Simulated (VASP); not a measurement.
# Al12Cl in VASP: single point with PBE

Aim: the single point of Al12Cl with PBE.

All numbers are computed with VASP 6.6.1; they aren't measurements. Logs are shortened: lines on timing, memory, paths and dates and some standing lists are left out, and cuts for length are marked.

**1. The cell of the first run**

The cell holds a slab with vacuum, 13 atoms: a = 5.714 Å, b = 5.714 Å, c = 19.675 Å, α = 90.00°, β = 90.00°, γ = 90.00°.

**2. Single point, PBE**

INCAR reads:

```
  PREC = Accurate
  ENCUT = 520
  EDIFF = 1E-6
  ISMEAR = 0
  SIGMA = 0.1
  LREAL = F
  LASPH = T
  NELM = 100
  ALGO = Normal
  ISIF = 2
  LWAVE = F
  LCHARG = F
  LDIPOL = T
  IDIPOL = 3
  DIPOL = 0.5 0.5 0.325
  GGA = PE
  NBANDS = 34
```

KPOINTS reads:

```
regular mesh
0
Gamma
  5 5 1
```

POSCAR reads:

```
Al12Cl
1.0
    5.7135165837      0.0000000000      0.0000000000
    0.0000000000      5.7135165837      0.0000000000
    0.0000000000      0.0000000000     19.6746954317
Al Cl
12 1
Direct
    0.2500000000      0.2500000000      0.2033068321
    0.2500000000      0.7500000000      0.2033068321
    0.7500000000      0.2500000000      0.2033068321
    0.7500000000      0.7500000000      0.2033068321
    0.0000000000      0.0000000000      0.3092728609
    0.0000000000      0.5000000000      0.3092728609
    0.5000000000      0.0000000000      0.3092728609
    0.5000000000      0.5000000000      0.3092728609
    0.2500000000      0.2500000000      0.4154928578
    0.2500000000      0.7500000000      0.4154928578
    0.7500000000      0.2500000000      0.4154928578
    0.7500000000      0.7500000000      0.4154928578
    0.3333333333      0.4166666667      0.5179613324
```

Potentials or basis: VASP PAW PBE potentials, release 64 (Al, Cl).

On the command line:

```
$ cat potpaw_PBE.64/Al/POTCAR potpaw_PBE.64/Cl/POTCAR > POTCAR
$ mpirun -np 1 vasp_std > vasp.out
```

OUTCAR:

```text
PREC = Accurate
   ENCUT = 520
   EDIFF = 1E-6
   ISMEAR = 0
   LREAL = F
   LASPH = T
   NELM = 100
   ISIF = 2
   GGA = PE

 ion  position               nearest neighbor table
   1  0.250  0.250  0.203-   2 2.86   3 2.86   2 2.86   3 2.86   7 2.90   8 2.90   5 2.90   6 2.90

   2  0.250  0.750  0.203-   1 2.86   4 2.86   1 2.86   4 2.86   7 2.90   8 2.90   5 2.90   6 2.90

   3  0.750  0.250  0.203-   1 2.86   4 2.86   4 2.86   1 2.86   7 2.90   8 2.90   5 2.90   6 2.90

   4  0.750  0.750  0.203-   2 2.86   3 2.86   3 2.86   2 2.86   7 2.90   8 2.90   5 2.90   6 2.90

   5  0.000  0.000  0.309-   6 2.86   7 2.86   6 2.86   7 2.86   1 2.90   2 2.90   3 2.90   4 2.90
                            11 2.91  12 2.91   9 2.91  10 2.91
   6  0.000  0.500  0.309-   5 2.86   8 2.86   5 2.86   8 2.86   1 2.90   2 2.90   3 2.90   4 2.90
                            11 2.91  12 2.91   9 2.91  10 2.91
   7  0.500  0.000  0.309-   5 2.86   8 2.86   8 2.86   5 2.86   1 2.90   2 2.90   3 2.90   4 2.90
                            11 2.91  12 2.91   9 2.91  10 2.91
   8  0.500  0.500  0.309-   6 2.86   7 2.86   7 2.86   6 2.86   1 2.90   2 2.90   3 2.90   4 2.90
                            11 2.91  12 2.91   9 2.91  10 2.91
   9  0.250  0.250  0.415-  13 2.28  11 2.86  10 2.86  10 2.86  11 2.86   6 2.91   7 2.91   8 2.91
                             5 2.91
  10  0.250  0.750  0.415-  13 2.81  12 2.86   9 2.86   9 2.86  12 2.86   6 2.91   7 2.91   8 2.91
                             5 2.91
  11  0.750  0.250  0.415-   9 2.86  12 2.86  12 2.86   9 2.86   5 2.91   6 2.91   7 2.91   8 2.91

  12  0.750  0.750  0.415-  10 2.86  11 2.86  11 2.86  10 2.86   5 2.91   6 2.91   7 2.91   8 2.91

  13  0.333  0.417  0.518-   9 2.28  10 2.81

  LATTYP: Found a simple tetragonal cell.
 ALAT       =     5.7135165837
 C/A-ratio  =     3.4435351930

  Lattice vectors:

 A1 = (   5.7135165837,   0.0000000000,   0.0000000000)
 A2 = (   0.0000000000,   5.7135165837,   0.0000000000)
 A3 = (   0.0000000000,   0.0000000000,  19.6746954317)

Analysis of symmetry for initial positions (statically):
=====================================================================
 Subroutine PRICEL returns:
 Original cell was already a primitive cell.

 Routine SETGRP: Setting up the symmetry group for a
 simple tetragonal supercell.

 Subroutine GETGRP returns: Found  1 space group operations
 (whereof  1 operations were pure point group operations)
 out of a pool of 16 trial point group operations.

The static configuration has the point symmetry C_1 .

Analysis of symmetry for dynamics (positions and initial velocities):
=====================================================================
 Subroutine PRICEL returns:
 Original cell was already a primitive cell.

 Routine SETGRP: Setting up the symmetry group for a
 simple tetragonal supercell.

 Subroutine GETGRP returns: Found  1 space group operations
 (whereof  1 operations were pure point group operations)
 out of a pool of 16 trial point group operations.

The dynamic configuration has the point symmetry C_1 .

 Subroutine INISYM returns: Found  1 space group operations
 (whereof  1 operations are pure point group operations),
 and found     1 'primitive' translations

----------------------------------------------------------------------------------------

                                     Primitive cell

  volume of cell :     642.2661

  direct lattice vectors                    reciprocal lattice vectors
     5.713516584  0.000000000  0.000000000     0.175023558  0.000000000  0.000000000
     0.000000000  5.713516584  0.000000000     0.000000000  0.175023558  0.000000000
     0.000000000  0.000000000 19.674695432     0.000000000  0.000000000  0.050826708

  length of vectors
     5.713516584  5.713516584 19.674695432     0.175023558  0.175023558  0.050826708

  position of ions in fractional coordinates (direct lattice)
     0.250000000  0.250000000  0.203306832
     0.250000000  0.750000000  0.203306832
     0.750000000  0.250000000  0.203306832
     0.750000000  0.750000000  0.203306832
     0.000000000  0.000000000  0.309272861
     0.000000000  0.500000000  0.309272861
     0.500000000  0.000000000  0.309272861
     0.500000000  0.500000000  0.309272861
     0.250000000  0.250000000  0.415492858
     0.250000000  0.750000000  0.415492858
     0.750000000  0.250000000  0.415492858
     0.750000000  0.750000000  0.415492858
     0.333333333  0.416666667  0.517961332

  ion indices of the primitive-cell ions
   primitive index   ion index
                 1           1
                 2           2
                 3           3
                 4           4
                 5           5
                 6           6
                 7           7
                 8           8
                 9           9
                10          10
                11          11
                12          12
                13          13

----------------------------------------------------------------------------------------

 KPOINTS: regular mesh

Automatic generation of k-mesh.
 Grid dimensions read from file:
 generate k-points for:    5    5    1

 Generating k-lattice:

  Cartesian coordinates                     Fractional coordinates (reciprocal lattice)
     0.035004712  0.000000000  0.000000000     0.200000000  0.000000000  0.000000000
     0.000000000  0.035004712  0.000000000     0.000000000  0.200000000  0.000000000
     0.000000000  0.000000000  0.050826708     0.000000000  0.000000000  1.000000000

  Length of vectors
     0.035004712  0.035004712  0.050826708

  Shift w.r.t. Gamma in fractional coordinates (k-lattice)
     0.000000000  0.000000000  0.000000000

 Subroutine IBZKPT returns following result:
 ===========================================

 Found     13 irreducible k-points:

 Following reciprocal coordinates:
            Coordinates               Weight
  0.000000  0.000000  0.000000      1.000000
  0.200000  0.000000  0.000000      2.000000
  0.000000  0.200000  0.000000      2.000000
  0.400000  0.000000  0.000000      2.000000
  0.000000  0.400000  0.000000      2.000000
  0.200000  0.200000  0.000000      2.000000
 -0.200000  0.200000  0.000000      2.000000
  0.400000  0.200000  0.000000      2.000000
 -0.200000  0.400000  0.000000      2.000000
 -0.400000  0.200000  0.000000      2.000000
  0.200000  0.400000  0.000000      2.000000
  0.400000  0.400000  0.000000      2.000000
 -0.400000  0.400000  0.000000      2.000000
   k-points           NKPTS =     13   k-points in BZ     NKDIM =     13   number of bands    NBANDS=     34
   number of dos      NEDOS =    301   number of ions     NIONS =     13
   total plane-waves  NPLWV = 264600
   dimension x,y,z NGX =    42 NGY =   42 NGZ =  150
   dimension x,y,z NGXF=    84 NGYF=   84 NGZF=  300
   ions per type =              12   1
   NGX,Y,Z   is equivalent  to a cutoff of  12.22, 12.22, 12.67 a.u.
   NGXF,Y,Z  is equivalent  to a cutoff of  24.44, 24.44, 25.35 a.u.
 SYSTEM =  unknown system
   PREC   = accura    normal or accurate (medium, high low for compatibility)
   ISTART =      0    job   : 0-new  1-cont  2-samecut
   ICHARG =      2    charge: 1-file 2-atom 10-const
   ISPIN  =      1    spin polarized calculation?
   LNONCOLLINEAR =      F non collinear calculations
   LSORBIT =      F    spin-orbit coupling
   LASPH  =      T    aspherical Exc in radial PAW
   ENCUT  =  520.0 eV  38.22 Ry    6.18 a.u.  10.62 10.62 36.58*2*pi/ulx,y,z
   NELM   =    100;   NELMIN=  2; NELMDL= -5     # of ELM steps
   EDIFF  = 0.1E-05   stopping-criterion for ELM
   LREAL  =      F    real-space projection
   EDIFFG = 0.1E-04   stopping-criterion for IOM
   NSW    =      0    number of steps for IOM
   IBRION =     -1    ionic relax: 0-MD 1-quasi-New 2-CG
   NFREE  =      0    steps in history (QN), initial steepest desc. (CG)
   ISIF   =      2    stress and relaxation
   ISYM   =      2    0-nonsym 1-usesym 2-fastsym
   POTIM  = 0.5000    time-step for ionic-motion
   TEBEG  =    0.0;   TEEND  =   0.0 temperature during run
   PSTRESS=    0.0 pullay stress
   NELECT =      43.0000    total number of electrons
   NUPDOWN=      -1.0000    fix difference up-down
   EMIN   =  10.00;   EMAX   =-10.00  energy-range for DOS
   EFERMI =   0.00;   METHOD = LEGACY
   ISMEAR =     0;   SIGMA  =   0.10  broadening in eV -4-tet -1-fermi 0-gaus
   EFERMI_NEDOS =   21; number of points for ismear=-14 and -15
   IALGO  =     38    algorithm
   IMIX   =      4    mixing-type and parameters
     AMIX     =   0.40;   BMIX     =  1.00
     AMIX_MAG =   1.60;   BMIX_MAG =  1.00
  volume/ion in A,a.u.               =      49.41       333.40
  Fermi-wavevector in a.u.,A,eV,Ry     =   0.664751  1.256198  6.012340  0.441895
  Thomas-Fermi vector in A             =   1.738535
   LORBIT       =      0    0 simple, 1 ext, 2 COOP (PROOUT), +10 PAW based schemes
   GGA     = PE    functional components
   LHFCALC =     F    Hartree Fock is set to
   AEXX    =    0.0000 exact exchange contribution
   IVDW    =     0    specifies the selected vdW correction
   LEPSILON=     F    determine dielectric tensor
   LRPA    =     F    only Hartree local field effects (RPA)
 non-spin polarized calculation
 Gauss-broadening in eV      SIGMA  =   0.10
  energy-cutoff  :      520.00
  volume of cell :      642.27
 maximum number of plane-waves:     17320
   NGX = 21   NGY = 21   NGZ = 73

 dipolmoment           0.000000      0.000000     -0.052678 electrons x Angstroem

 number of electron      43.0000003 magnetization

 dipolmoment           0.000000      0.000000      0.090546 electrons x Angstroem

 Free energy of the ion-electron system (eV)
  ---------------------------------------------------
  ext. energy  EPLUGINS =         0.00000000
  ---------------------------------------------------
  free energy    TOTEN  =       -44.83910464 eV

  energy without entropy =      -44.82162848  energy(sigma->0) =      -44.83036656

 E-fermi :  -0.4223     XC(G=0):  -4.4646

 val. band max:       -0.4259585133   @ k =   0.0000   0.0000   0.0000
 cond. band min:      -0.4159941594   @ k =   0.0000   0.0000   0.0000
 fundamental gap:      0.0099643539
 Fermi energy:        -0.4222509472

 k-point     1 :       0.0000    0.0000    0.0000
  band No.  band energies     occupation
      1     -16.2529      2.00000
      2     -10.5115      2.00000
      3      -8.4481      2.00000
      4      -6.3288      2.00000
      5      -6.1787      2.00000
      6      -6.0673      2.00000
[... 25 lines left out ...]
     32       2.5266      0.00000
     33       2.5861      0.00000

 k-point     2 :       0.2000    0.0000    0.0000
  band No.  band energies     occupation
      1     -16.2516      2.00000
      2     -10.3328      2.00000
      3      -8.2800      2.00000
      4      -7.6793      2.00000
      5      -6.1658      2.00000
      6      -5.9685      2.00000
[... 25 lines left out ...]
     32       2.3594      0.00000
     33       2.5567      0.00000
[... 358 lines left out ...]
     32       2.5599      0.00000
     33       2.6255      0.00000

 k-point    13 :      -0.4000    0.4000    0.0000
  band No.  band energies     occupation
      1     -16.2459      2.00000
      2      -9.0888      2.00000
      3      -8.2130      2.00000
      4      -8.2030      2.00000
      5      -7.3385      2.00000
      6      -7.1254      2.00000
[... 25 lines left out ...]
     32       2.5765      0.00000
     33       2.6214      0.00000
 [bands above 33 left out]

------------------------ aborting loop because EDIFF is reached ----------------------------------------

 vacuum level on the upper side and lower side of the slab       (xc-potential included)         0.141        -0.262

  FORCE on cell =-STRESS in cart. coord.  units (eV):
  Direction    XX          YY          ZZ          XY          YZ          ZX
  --------------------------------------------------------------------------------------
  -------------------------------------------------------------------------------------
  Total       -6.5343994     -6.5869272     -0.9957405      0.1490606     -0.2220196     -0.5023828
  in kB      -16.3005123    -16.4315467     -2.4839436      0.3718419     -0.5538434     -1.2532288
  external PRESSURE =     -11.7386675 kB  Pullay stress =       0.0000000 kB

 VOLUME and BASIS-vectors are now :
 -----------------------------------------------------------------------------
  energy-cutoff  :      520.00
  volume of cell :      642.27
      direct lattice vectors                 reciprocal lattice vectors
     5.713516584  0.000000000  0.000000000     0.175023558  0.000000000  0.000000000
     0.000000000  5.713516584  0.000000000     0.000000000  0.175023558  0.000000000
     0.000000000  0.000000000 19.674695432     0.000000000  0.000000000  0.050826708

 POSITION                                       TOTAL-FORCE (eV/Angst)
 -----------------------------------------------------------------------------------
      1.42838      1.42838      4.00000         0.014331      0.057899      0.105638
      1.42838      4.28514      4.00000        -0.012975     -0.080339      0.078456
      4.28514      1.42838      4.00000        -0.031388     -0.043170      0.051396
      4.28514      4.28514      4.00000         0.001594      0.032078     -0.097255
      0.00000      0.00000      6.08485        -0.083158     -0.003211     -0.067129
      0.00000      2.85676      6.08485         0.101538      0.025455      0.084171
      2.85676      0.00000      6.08485         0.070399      0.063491      0.002711
      2.85676      2.85676      6.08485        -0.029917      0.009794      0.161842
      1.42838      1.42838      8.17470        -0.127244     -0.290065      0.009133
      1.42838      4.28514      8.17470        -0.047969      0.288783     -0.040234
      4.28514      1.42838      8.17470         0.244722     -0.165679     -0.224851
      4.28514      4.28514      8.17470         0.147246      0.185518     -0.054388
      1.90451      2.38063     10.19073        -0.247179     -0.080553     -0.009490
 -----------------------------------------------------------------------------------
    total drift:                               -0.000127     -0.000054     -0.000493

  FREE ENERGIE OF THE ION-ELECTRON SYSTEM (eV)
  ---------------------------------------------------
  free  energy   TOTEN  =       -44.8391046436 eV

  energy  without entropy=      -44.8216284822  energy(sigma->0) =      -44.83036656

 vacuum level on the upper side and lower side of the slab         4.447         4.006
```

Wall time 9.6 min (1 thread of AMD EPYC 7R43 (Zen 3), shared host); peak memory 0.64 GiB.

What came out:

```yaml
Free_energy: -44.8391 eV
Largest_force: 0.371 eV/Å
```

Forces on the atoms (eV/Å):
```
Al   0.014  0.058  0.106
Al  -0.013 -0.080  0.078
Al  -0.031 -0.043  0.051
Al   0.002  0.032 -0.097
Al  -0.083 -0.003 -0.067
Al   0.102  0.025  0.084
Al   0.070  0.063  0.003
Al  -0.030  0.010  0.162
Al  -0.127 -0.290  0.009
Al  -0.048  0.289 -0.040
Al   0.245 -0.166 -0.225
Al   0.147  0.186 -0.054
Cl  -0.247 -0.081 -0.009
```

Levels at points of the mesh, in eV from the Fermi level:
```csv
k point,band 20,band 21,band 22,band 23,band 24,band 25
"(0.00, 0.00, 0.00)",-0.68,-0.36,-0.32,0.00,0.01,0.16
```

Caveat: an odd number of electrons without spin polarisation forces a metal; a magnetic or distorted state may lie lower.
